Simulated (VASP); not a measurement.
Here is a VASP 6.6.1 calculation.

INCAR

```
SYSTEM = LiY2P2
ALGO = Normal
EDIFF = 1E-6
ENCUT = 520
GGA = PE
ISIF = 2
ISMEAR = 0
LASPH = .TRUE.
LCHARG = .FALSE.
LREAL = .FALSE.
LWAVE = .FALSE.
NBANDS = 46
NELM = 80
PREC = Accurate
SIGMA = 0.2
```

The input KPOINTS:

```
k-points
0
G
  4 4 2
  0 0 0
```

Contents of POSCAR:

```
LiY2P2
1.0
   -5.1780464999     -0.0009106239     -0.0143157237
    2.5717043234      2.6054637724     -6.5808569255
   -0.0009755590    -10.3983088731      0.0083044588
Li Y P
2 4 4
Direct
    1.0001927406      1.0001779618      1.0000449298
   -0.0004891295     -0.0002106747      0.4999479729
    0.2491852577      0.4981473881      0.8745067036
    0.2489468218      0.4979561742      0.3745046296
    0.7509357525      0.5016884313      0.6254470080
    0.7510936132      0.5022450197      0.1255476175
    0.1819762383      0.3617034775      0.5902876852
    0.1819979949      0.3621241913      0.0903597164
    0.8182661626      0.6382552732      0.9096423042
    0.8178945479      0.6379127575      0.4097114328
```

Potentials or basis: VASP PAW PBE potentials, release 64 (Li_sv, Y_sv, P).

Launch:

```bash
$ cat potpaw_PBE.64/Li_sv/POTCAR potpaw_PBE.64/Y_sv/POTCAR potpaw_PBE.64/P/POTCAR > POTCAR
$ mpirun -np 1 vasp_std > vasp.out
```

Question: What does it give for the largest force?

Answer: 0.020 eV/Å.

Question: Predict the band gap on the k mesh.

Answer: Zero (bands 35 and 36 overlap by 0.36 eV).

Forces on the atoms (eV/Å):
```
Li   0.000  0.000  0.000
Li  -0.001  0.000 -0.001
Y    0.000  0.000 -0.003
Y    0.000 -0.001 -0.002
Y    0.000  0.000  0.002
Y    0.000  0.000  0.004
P    0.002 -0.001 -0.019
P   -0.002  0.001 -0.019
P    0.001  0.000  0.020
P   -0.001  0.002  0.019
```
